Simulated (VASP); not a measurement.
# AlN (P6_3mc) in VASP: a series of runs

The runs below take AlN through single point, with PBEsol.

Program: VASP 6.6.1. These are calculated values, not measurements. Logs are shortened: lines on timing, memory, paths and dates and some standing lists are left out, and cuts for length are marked.

## Step 1: The cell of the first run

Symmetry: P6_3mc, No. 186, hexagonal system. The conventional cell has a = 3.158 Å, b = 3.158 Å, c = 4.978 Å, α = 90.00°, β = 90.00°, γ = 120.00°. Within 2.5 Å of Al (site symmetry 3m) lie 4 N at 1.91 to 1.92 Å. Within 2.5 Å of N (site symmetry 3m) lie 4 Al at 1.91 to 1.92 Å.

## Step 2: Single point, PBEsol (strain +0.015 along x and y, +0.000 along z)

File INCAR:

```
SYSTEM = AlN
PREC = Accurate
ENCUT = 520
EDIFF = 1E-7
ISMEAR = 0
SIGMA = 0.05
LREAL = .FALSE.
LASPH = .TRUE.
NELM = 60
ALGO = Normal
ISIF = 2
LWAVE = .FALSE.
LCHARG = .FALSE.
GGA = PS
NBANDS = 16
```

File KPOINTS:

```
regular mesh
0
G
  9 9 6
  0 0 0
```

File POSCAR:

```
AlN
1.0
    3.1576671839      0.0000000000      0.0000000000
   -1.5788335919      2.7346199979      0.0000000000
    0.0000000000      0.0000000000      4.9780000000
Al N
2 2
Direct
    0.3333333333      0.6666666667      0.0000000000
    0.6666666667      0.3333333333      0.5000000000
    0.3333333333      0.6666666667      0.3850000000
    0.6666666667      0.3333333333      0.8850000000
```

Potentials or basis: VASP PAW PBE potentials, release 64 (Al, N).

The run is started by

```sh
$ cat potpaw_PBE.64/Al/POTCAR potpaw_PBE.64/N/POTCAR > POTCAR
$ mpirun -np 1 vasp_std > vasp.out
```

OUTCAR:

```text
SYSTEM = AlN
   PREC = Accurate
   ENCUT = 520
   EDIFF = 1E-7
   ISMEAR = 0
   LREAL = .FALSE.
   LASPH = .TRUE.
   NELM = 60
   ISIF = 2
   GGA = PS

 ion  position               nearest neighbor table
   1  0.333  0.667  0.000-   4 1.91   4 1.91   4 1.91   3 1.92   2 3.09   2 3.09   2 3.09   2 3.09
                             2 3.09   2 3.09
   2  0.667  0.333  0.500-   3 1.91   3 1.91   3 1.91   4 1.92   1 3.09   1 3.09   1 3.09   1 3.09
                             1 3.09   1 3.09
   3  0.333  0.667  0.385-   2 1.91   2 1.91   2 1.91   1 1.92
   4  0.667  0.333  0.885-   1 1.91   1 1.91   1 1.91   2 1.92

  LATTYP: Found a hexagonal cell.
 ALAT       =     3.1576671839
 C/A-ratio  =     1.5764802654

  Lattice vectors:

 A1 = (   3.1576671839,   0.0000000000,   0.0000000000)
 A2 = (  -1.5788335919,   2.7346199979,   0.0000000000)
 A3 = (   0.0000000000,   0.0000000000,   4.9780000000)

Analysis of symmetry for initial positions (statically):
=====================================================================
 Subroutine PRICEL returns:
 Original cell was already a primitive cell.

 Routine SETGRP: Setting up the symmetry group for a
 hexagonal supercell.

 Subroutine GETGRP returns: Found 12 space group operations
 (whereof  6 operations were pure point group operations)
 out of a pool of 24 trial point group operations.

The static configuration has the point symmetry C_3v.
 The point group associated with its full space group is C_6v.

Analysis of symmetry for dynamics (positions and initial velocities):
=====================================================================
 Subroutine PRICEL returns:
 Original cell was already a primitive cell.

 Routine SETGRP: Setting up the symmetry group for a
 hexagonal supercell.

 Subroutine GETGRP returns: Found 12 space group operations
 (whereof  6 operations were pure point group operations)
 out of a pool of 24 trial point group operations.

The dynamic configuration has the point symmetry C_3v.
 The point group associated with its full space group is C_6v.

 Subroutine INISYM returns: Found 12 space group operations
 (whereof  6 operations are pure point group operations),
 and found     1 'primitive' translations

----------------------------------------------------------------------------------------

                                     Primitive cell

  volume of cell :      42.9851

  direct lattice vectors                    reciprocal lattice vectors
     3.157667184  0.000000000  0.000000000     0.316689487  0.182840760  0.000000000
    -1.578833592  2.734619998  0.000000000     0.000000000  0.365681521  0.000000000
     0.000000000  0.000000000  4.978000000     0.000000000  0.000000000  0.200883889

  length of vectors
     3.157667184  3.157667184  4.978000000     0.365681521  0.365681521  0.200883889

  position of ions in fractional coordinates (direct lattice)
     0.333333333  0.666666667  0.000000000
     0.666666667  0.333333333  0.500000000
     0.333333333  0.666666667  0.385000000
     0.666666667  0.333333333  0.885000000

  ion indices of the primitive-cell ions
   primitive index   ion index
                 1           1
                 2           2
                 3           3
                 4           4

----------------------------------------------------------------------------------------

 KPOINTS: regular mesh

Automatic generation of k-mesh.
 Grid dimensions read from file:
 generate k-points for:    9    9    6

 Generating k-lattice:

  Cartesian coordinates                     Fractional coordinates (reciprocal lattice)
     0.035187721  0.020315640  0.000000000     0.111111111 -0.000000000  0.000000000
     0.000000000  0.040631280  0.000000000     0.000000000  0.111111111  0.000000000
     0.000000000  0.000000000  0.033480648     0.000000000  0.000000000  0.166666667

  Length of vectors
     0.040631280  0.040631280  0.033480648

  Shift w.r.t. Gamma in fractional coordinates (k-lattice)
     0.000000000  0.000000000  0.000000000

 Subroutine IBZKPT returns following result:
 ===========================================

 Found     48 irreducible k-points:

 Following reciprocal coordinates:
            Coordinates               Weight
  0.000000  0.000000  0.000000      1.000000
  0.111111  0.000000  0.000000      6.000000
  0.222222  0.000000  0.000000      6.000000
  0.333333  0.000000  0.000000      6.000000
  0.444444  0.000000  0.000000      6.000000
  0.111111  0.111111  0.000000      6.000000
[... 16 lines left out ...]
  0.333333  0.222222  0.166667     24.000000
  0.333333  0.333333  0.166667      4.000000
 [... further k-points ...]
   k-points           NKPTS =     48   k-points in BZ     NKDIM =     48   number of bands    NBANDS=     16
   number of dos      NEDOS =    301   number of ions     NIONS =      4
   total plane-waves  NPLWV =  23040
   dimension x,y,z NGX =    24 NGY =   24 NGZ =   40
   dimension x,y,z NGXF=    48 NGYF=   48 NGZF=   80
   ions per type =               2   2
   NGX,Y,Z   is equivalent  to a cutoff of  12.64, 12.64, 13.36 a.u.
   NGXF,Y,Z  is equivalent  to a cutoff of  25.27, 25.27, 26.72 a.u.
 SYSTEM =  AlN
   PREC   = accura    normal or accurate (medium, high low for compatibility)
   ISTART =      0    job   : 0-new  1-cont  2-samecut
   ICHARG =      2    charge: 1-file 2-atom 10-const
   ISPIN  =      1    spin polarized calculation?
   LNONCOLLINEAR =      F non collinear calculations
   LSORBIT =      F    spin-orbit coupling
   LASPH  =      T    aspherical Exc in radial PAW
   ENCUT  =  520.0 eV  38.22 Ry    6.18 a.u.   5.87  5.87  9.26*2*pi/ulx,y,z
   NELM   =     60;   NELMIN=  2; NELMDL= -5     # of ELM steps
   EDIFF  = 0.1E-06   stopping-criterion for ELM
   LREAL  =      F    real-space projection
   EDIFFG = 0.1E-05   stopping-criterion for IOM
   NSW    =      0    number of steps for IOM
   IBRION =     -1    ionic relax: 0-MD 1-quasi-New 2-CG
   NFREE  =      0    steps in history (QN), initial steepest desc. (CG)
   ISIF   =      2    stress and relaxation
   ISYM   =      2    0-nonsym 1-usesym 2-fastsym
   POTIM  = 0.5000    time-step for ionic-motion
   TEBEG  =    0.0;   TEEND  =   0.0 temperature during run
   PSTRESS=    0.0 pullay stress
   NELECT =      16.0000    total number of electrons
   NUPDOWN=      -1.0000    fix difference up-down
   EMIN   =  10.00;   EMAX   =-10.00  energy-range for DOS
   EFERMI =   0.00;   METHOD = LEGACY
   ISMEAR =     0;   SIGMA  =   0.05  broadening in eV -4-tet -1-fermi 0-gaus
   EFERMI_NEDOS =   21; number of points for ismear=-14 and -15
   IALGO  =     38    algorithm
   IMIX   =      4    mixing-type and parameters
     AMIX     =   0.40;   BMIX     =  1.00
     AMIX_MAG =   1.60;   BMIX_MAG =  1.00
  volume/ion in A,a.u.               =      10.75        72.52
  Fermi-wavevector in a.u.,A,eV,Ry     =   1.177630  2.225397 18.868719  1.386812
  Thomas-Fermi vector in A             =   2.313973
   LORBIT       =      0    0 simple, 1 ext, 2 COOP (PROOUT), +10 PAW based schemes
   GGA     = PS    functional components
   LHFCALC =     F    Hartree Fock is set to
   AEXX    =    0.0000 exact exchange contribution
   IVDW    =     0    specifies the selected vdW correction
   LEPSILON=     F    determine dielectric tensor
   LRPA    =     F    only Hartree local field effects (RPA)
 non-spin polarized calculation
 Gauss-broadening in eV      SIGMA  =   0.05
  energy-cutoff  :      520.00
  volume of cell :       42.99
 maximum number of plane-waves:      1182
 NGX is ok and might be reduce to    24
   NGX = 11   NGY = 11   NGZ = 19

 number of electron      16.0000001 magnetization

 Free energy of the ion-electron system (eV)
  ---------------------------------------------------
  ext. energy  EPLUGINS =         0.00000000
  ---------------------------------------------------
  free energy    TOTEN  =       -31.28753496 eV

  energy without entropy =      -31.28753496  energy(sigma->0) =      -31.28753496

 E-fermi :   6.1504     XC(G=0): -10.9822

 val. band max:        5.8893859724   @ k =   0.0000   0.0000   0.0000
 cond. band min:       9.6853903284   @ k =   0.0000   0.0000   0.0000
 fundamental gap:      3.7960043560
 Fermi energy:         6.1503723481

 k-point     1 :       0.0000    0.0000    0.0000
  band No.  band energies     occupation
      1      -9.2059      2.00000
      2      -7.0469      2.00000
      3      -0.0762      2.00000
      4       4.8540      2.00000
      5       4.8540      2.00000
      6       5.5448      2.00000
[... 8 lines left out ...]
     15      18.4699      0.00000
     16      18.8268      0.00000

 k-point     2 :       0.1111    0.0000    0.0000
  band No.  band energies     occupation
      1      -9.0545      2.00000
      2      -6.9658      2.00000
      3       0.1048      2.00000
      4       4.1636      2.00000
      5       4.6598      2.00000
      6       4.8677      2.00000
[... 8 lines left out ...]
     15      18.4026      0.00000
     16      18.5404      0.00000

 k-point     3 :       0.2222    0.0000    0.0000
  band No.  band energies     occupation
      1      -8.6254      2.00000
      2      -6.7651      2.00000
      3       0.6304      2.00000
      4       2.7012      2.00000
      5       3.6416      2.00000
      6       4.2599      2.00000
[... 8 lines left out ...]
     15      17.6345      0.00000
     16      18.2667      0.00000

 k-point     4 :       0.3333    0.0000    0.0000
  band No.  band energies     occupation
      1      -8.0071      2.00000
      2      -6.5794      2.00000
      3       1.3100      2.00000
      4       1.4436      2.00000
      5       2.5062      2.00000
      6       3.8883      2.00000
[... 8 lines left out ...]
     15      17.5722      0.00000
     16      19.6739      0.00000
[... 324 lines left out ...]
 k-point    22 :       0.2222    0.2222    0.1667
  band No.  band energies     occupation
      1      -7.6105      2.00000
      2      -6.6054      2.00000
      3       1.2225      2.00000
      4       1.4613      2.00000
      5       2.7711      2.00000
      6       3.1115      2.00000
[... 8 lines left out ...]
     15      17.6677      0.00000
     16      20.2940      0.00000

 k-point    23 :       0.3333    0.2222    0.1667
  band No.  band energies     occupation
      1      -7.1073      2.00000
      2      -6.6122      2.00000
      3       0.8302      2.00000
      4       1.5029      2.00000
      5       2.2868      2.00000
      6       3.3567      2.00000
[... 8 lines left out ...]
     15      18.1391      0.00000
     16      20.1356      0.00000

 k-point    24 :       0.3333    0.3333    0.1667
  band No.  band energies     occupation
      1      -6.7713      2.00000
      2      -6.7713      2.00000
      3       1.1204      2.00000
      4       1.6271      2.00000
      5       1.6271      2.00000
      6       3.1737      2.00000
[... 8 lines left out ...]
     15      18.4399      0.00000
     16      20.3201      0.00000

 [... further k-points ...]

------------------------ aborting loop because EDIFF is reached ----------------------------------------

  FORCE on cell =-STRESS in cart. coord.  units (eV):
  Direction    XX          YY          ZZ          XY          YZ          ZX
  --------------------------------------------------------------------------------------
  -------------------------------------------------------------------------------------
  Total       -1.8049548     -1.8049548     -0.7143021     -0.0000000      0.0000000      0.0000000
  in kB      -67.2757710    -67.2757710    -26.6240585     -0.0000000      0.0000000      0.0000000
  external PRESSURE =     -53.7252002 kB  Pullay stress =       0.0000000 kB

 VOLUME and BASIS-vectors are now :
 -----------------------------------------------------------------------------
  energy-cutoff  :      520.00
  volume of cell :       42.99
      direct lattice vectors                 reciprocal lattice vectors
     3.157667184  0.000000000  0.000000000     0.316689487  0.182840760  0.000000000
    -1.578833592  2.734619998  0.000000000     0.000000000  0.365681521  0.000000000
     0.000000000  0.000000000  4.978000000     0.000000000  0.000000000  0.200883889

 POSITION                                       TOTAL-FORCE (eV/Angst)
 -----------------------------------------------------------------------------------
     -0.00000      1.82308      0.00000        -0.000000     -0.000000      0.022601
      1.57883      0.91154      2.48900         0.000000     -0.000000      0.022601
     -0.00000      1.82308      1.91653         0.000000      0.000000     -0.022601
      1.57883      0.91154      4.40553        -0.000000      0.000000     -0.022601
 -----------------------------------------------------------------------------------
    total drift:                               -0.000000      0.000000     -0.000258

  FREE ENERGIE OF THE ION-ELECTRON SYSTEM (eV)
  ---------------------------------------------------
  free  energy   TOTEN  =       -31.2875349624 eV

  energy  without entropy=      -31.2875349624  energy(sigma->0) =      -31.28753496
```

It took 58 s on 1 thread of AMD EPYC 7R13 (Zen 3), shared host; peak memory 0.13 GiB.

Results:

```
Free energy            : -31.2875 eV
Pressure               : -5.4 GPa
Largest force          : 0.023 eV/Å
Band gap on the k mesh : 3.80 eV, direct
```

Forces on the atoms (eV/Å):
```
Al   0.000  0.000  0.023
Al   0.000  0.000  0.023
N    0.000  0.000 -0.023
N    0.000  0.000 -0.023
```

Caveat: the cell differs from its parent crystal (strain +0.015 along x and y, +0.000 along z); the PAW data sets were made with another functional, which shifts forces and pressure a little.

## Step 3: Single point, PBEsol (strain +0.015 along x and y, -0.015 along z)

File INCAR:

```
ALGO     = Normal         # electronic algorithm
EDIFF    = 1E-6           # SCF threshold, eV
ENCUT    = 520            # plane-wave cutoff, eV
GGA      = PS             # functional
ISIF     = 2              # what is computed and relaxed
ISMEAR   = 0              # smearing method
LASPH    = True           # aspherical terms in the spheres
LCHARG   = True           # write CHGCAR
LELF     = True           # ELF
LREAL    = False          # projectors in reciprocal space
LVHAR    = True         
LWAVE    = False          # write WAVECAR
NBANDS   = 16             # bands
NELM     = 60             # most SCF steps
PREC     = Accurate       # precision mode
SIGMA    = 0.05           # smearing width, eV
```

File KPOINTS:

```
k-points
0
Gamma
  9 9 6
```

POSCAR: that of step 2 with these lines changed.

```diff
@@ -4,3 +4,3 @@
    -1.5788335919      2.7346199979      0.0000000000
-    0.0000000000      0.0000000000      4.9780000000
+    0.0000000000      0.0000000000      4.9033300000
 Al N
```

Potentials or basis: VASP PAW PBE potentials, release 64 (Al, N).

The run is started by

```sh
$ cat potpaw_PBE.64/Al/POTCAR potpaw_PBE.64/N/POTCAR > POTCAR
$ mpirun -np 1 vasp_std > vasp.out
```

OUTCAR:

```text
EDIFF = 1E-6
   ENCUT = 520
   GGA = PS
   ISIF = 2
   ISMEAR = 0
   LASPH = True
   LREAL = False
   NELM = 60
   PREC = Accurate

 ion  position               nearest neighbor table
   1  0.333  0.667  0.000-   3 1.89   4 1.91   4 1.91   4 1.91   2 3.06   2 3.06   2 3.06   2 3.06
                             2 3.06   2 3.06
   2  0.667  0.333  0.500-   4 1.89   3 1.91   3 1.91   3 1.91   1 3.06   1 3.06   1 3.06   1 3.06
                             1 3.06   1 3.06
[... 662 lines left out ...]
  Direction    XX          YY          ZZ          XY          YZ          ZX
  --------------------------------------------------------------------------------------
  -------------------------------------------------------------------------------------
  Total       -1.5545952     -1.5545952      1.0057094     -0.0000000      0.0000000      0.0000000
  in kB      -58.8265596    -58.8265596     38.0564831     -0.0000000      0.0000000      0.0000000
  external PRESSURE =     -26.5322120 kB  Pullay stress =       0.0000000 kB

 VOLUME and BASIS-vectors are now :
 -----------------------------------------------------------------------------
  energy-cutoff  :      520.00
  volume of cell :       42.34
      direct lattice vectors                 reciprocal lattice vectors
     3.157667184  0.000000000  0.000000000     0.316689487  0.182840760  0.000000000
    -1.578833592  2.734619998  0.000000000     0.000000000  0.365681521  0.000000000
     0.000000000  0.000000000  4.903330000     0.000000000  0.000000000  0.203943035

 POSITION                                       TOTAL-FORCE (eV/Angst)
 -----------------------------------------------------------------------------------
     -0.00000      1.82308      0.00000        -0.000000      0.000000     -0.181372
      1.57883      0.91154      2.45167         0.000000     -0.000000     -0.181372
     -0.00000      1.82308      1.88778        -0.000000     -0.000000      0.181372
      1.57883      0.91154      4.33945         0.000000      0.000000      0.181372
 -----------------------------------------------------------------------------------
    total drift:                               -0.000000      0.000000      0.000970

  FREE ENERGIE OF THE ION-ELECTRON SYSTEM (eV)
  ---------------------------------------------------
  free  energy   TOTEN  =       -31.2850522477 eV

  energy  without entropy=      -31.2850522477  energy(sigma->0) =      -31.28505225
```

OSZICAR:

```text
N       E                     dE             d eps       ncg     rms          rms(c)
DAV:   1     0.388529239407E+02    0.38853E+02   -0.73139E+03  1536   0.895E+02
DAV:   2    -0.322672012057E+02   -0.71120E+02   -0.65968E+02  2136   0.184E+02
DAV:   3    -0.356647919490E+02   -0.33976E+01   -0.33882E+01  1944   0.416E+01
DAV:   4    -0.356856322810E+02   -0.20840E-01   -0.20839E-01  1888   0.370E+00
DAV:   5    -0.356859018896E+02   -0.26961E-03   -0.26961E-03  1968   0.423E-01    0.116E+01
DAV:   6    -0.313366902687E+02    0.43492E+01   -0.94827E+00  1824   0.222E+01    0.414E+00
DAV:   7    -0.313226811344E+02    0.14009E-01   -0.60169E-01  1696   0.541E+00    0.287E+00
DAV:   8    -0.312897834550E+02    0.32898E-01   -0.74705E-02  1648   0.232E+00    0.635E-01
DAV:   9    -0.312847568556E+02    0.50266E-02   -0.12853E-02  2016   0.849E-01    0.256E-01
DAV:  10    -0.312851335040E+02   -0.37665E-03   -0.14825E-03  1632   0.254E-01    0.160E-01
DAV:  11    -0.312850526145E+02    0.80889E-04   -0.13048E-04  1792   0.849E-02    0.327E-02
DAV:  12    -0.312850522477E+02    0.36682E-06   -0.54290E-06  1808   0.199E-02
   1 F= -.31285052E+02 E0= -.31285052E+02  d E =-.649318E-18
```

It used 30 s of CPU time on 1 thread of AMD EPYC 7R13 Processor (Zen 3), with other jobs on the host.

Results:

```yaml
Free_energy: -31.2851 eV
Pressure: -2.7 GPa
Largest_force: 0.181 eV/Å
Band_gap_on_the_k_mesh: 3.88 eV, direct
```

Forces in eV/Å, atoms in the order of the input:
```
Al   0.000  0.000 -0.181
Al   0.000  0.000 -0.181
N    0.000  0.000  0.181
N    0.000  0.000  0.181
```

Caveat: the cell differs from its parent crystal (strain +0.015 along x and y, -0.015 along z); the PAW data sets were made with another functional, which shifts forces and pressure a little. A k mesh can miss the band edges.
